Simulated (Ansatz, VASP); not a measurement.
Co in VASP and in Ansatz

```
Co
1.0
     2.41274    0.00000    0.00000
    -1.20637    2.08950    0.00000
     0.00000    0.00000    3.94139
Co
2
Direct
  0.66667 0.33333 0.25986
  0.33333 0.66667 0.74014
```

Change from the starting cell: strain -0.030 along x and y, -0.030 along z, atoms carried along.

Alike in both runs: task single point; functional PBE; k mesh 24 × 24 × 12; occupations gaussian, width 0.15 eV; collinear spin.

|  | VASP | Ansatz |
| --- | --- | --- |
| version | VASP 6.6.1 | Ansatz 0.2.0 |
| potentials or method | VASP PAW PBE potentials, release 64 (Co), cutoff 520 eV | scalar-relativistic, plane waves, PAW |
| valence electrons in the cell | 18 | 34 |

Ansatz gave:

| Quantity | Value |
| --- | --- |
| gap on the k mesh at the Fermi level (eV) | none |
| pressure (GPa) | 24.8 |
| traceless stress, the component that is largest in VASP (GPa) | -1.97 |
| rms of the force components (eV/Å) | 0.489 |
| net moment per atom (μB) | 1.55 |
| size of the moment on the site where the two differ most (μB) | 1.62 |

Question: What did VASP give for the same quantities?

Answer: gap on the k mesh at the Fermi level (eV): none; pressure (GPa): 23.5; traceless stress, the component that is largest in VASP (GPa): -1.98; rms of the force components (eV/Å): 0.480; net moment per atom (μB): 1.54; size of the moment on the site where the two differ most (μB): 1.54.

Site moments also hang on the region over which each program counts them. Atom by atom the forces differ by 0.009 eV/Å (rms over components). A gap of «none» marks a metal or a gap that the smearing closes. With one functional, cell and mesh, what is left measures potentials, basis and numerics. VASP's potentials hold 18 valence electrons a cell and Ansatz's 34, so a difference there can come from the potentials and not from the codes.
